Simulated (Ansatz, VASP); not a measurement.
**Two plane-wave programs on WSe2**

Contents of INCAR:

```
SYSTEM = WSe2
ALGO = Normal
DIPOL = 0.5 0.5 0.397
EDIFF = 1E-6
ENCUT = 520
GGA = PE
IDIPOL = 3
ISIF = 2
ISMEAR = 0
IVDW = 12
LASPH = .TRUE.
LCHARG = .FALSE.
LDIPOL = .TRUE.
LREAL = .FALSE.
LWAVE = .FALSE.
NBANDS = 35
NELM = 60
PREC = Accurate
SIGMA = 0.05
```

KPOINTS

```
k-points
0
G
  9 9 1
  0 0 0
```

POSCAR

```
WSe2
1.0
    3.2854928007      0.0000000000      0.0000000000
   -1.6427464003      2.8453202293      0.0000000000
    0.0000000000      0.0000000000     24.2386464730
Se W
4 2
Direct
    0.3333333333      0.6666666667      0.1856539310
    0.3333333333      0.6666666667      0.3246601763
    0.3333333333      1.1666666667      0.4694702425
    0.3333333333      1.1666666667      0.6084764877
    0.6666666667      0.3333333333      0.2551570536
    0.0000000000      1.5000000000      0.5389733651
```

Input for Ansatz:

```yaml
crystal:
  lattice:
    - [3.2854928007, 0.0, 0.0]
    - [-1.6427464003, 2.8453202293, 0.0]
    - [0.0, 0.0, 24.238646473]
  atoms:
    - { symbol: Se, position: [0.3333333333, 0.6666666667, 0.185653931] }
    - { symbol: W, position: [0.6666666667, 0.3333333333, 0.2551570536] }
    - { symbol: Se, position: [0.3333333333, 0.6666666667, 0.3246601763] }
    - { symbol: Se, position: [0.3333333333, 1.1666666667, 0.4694702425] }
    - { symbol: W, position: [0.0, 1.5, 0.5389733651] }
    - { symbol: Se, position: [0.3333333333, 1.1666666667, 0.6084764877] }
basis:
  ecutwfc: 420
kpoints:
  mp_grid: { grid: [9, 9, 1] }
hamiltonian:
  xc: pbe
  pseudopotentials: { kind: paw, azcp: { folder: soft_1 } }
  dispersion: d3bj
scf:
  occupations: { method: gaussian, width: 0.05 }
output:
  forces: true
  eigenvalues: true
  write_density: true
  write_potential: true
  elf: true
  volumetric_format: npy
efield:
  axis: 3
  dipole_correction: true
  ramp_width: 0.04
```

Alike in both runs: task single point; functional PBE; dispersion D3(BJ); k mesh 9 × 9 × 1; occupations gaussian, width 0.05 eV; no spin polarisation.

```csv
,VASP,Ansatz
version,VASP 6.6.1,Ansatz 0.2.0
potentials or method,"VASP PAW PBE potentials, release 64 (Se, W_sv), cutoff 520 eV","scalar-relativistic, plane waves, PAW"
valence electrons in the cell,52,92
```

VASP gave:

- gap on the k mesh at the Fermi level (eV): 1.53
- least direct gap on the mesh (eV): 1.65
- rms of the force components (eV/Å): 0.040

Task: What did Ansatz give for the same quantities?

Result: gap on the k mesh at the Fermi level (eV): 1.53; least direct gap on the mesh (eV): 1.65; rms of the force components (eV/Å): 0.024.

VASP's potentials hold 52 valence electrons a cell and Ansatz's 92, so a difference there can come from the potentials and not from the codes. Ansatz's warnings: xc potential rough in thin density.

Spin-orbit coupling is off throughout.
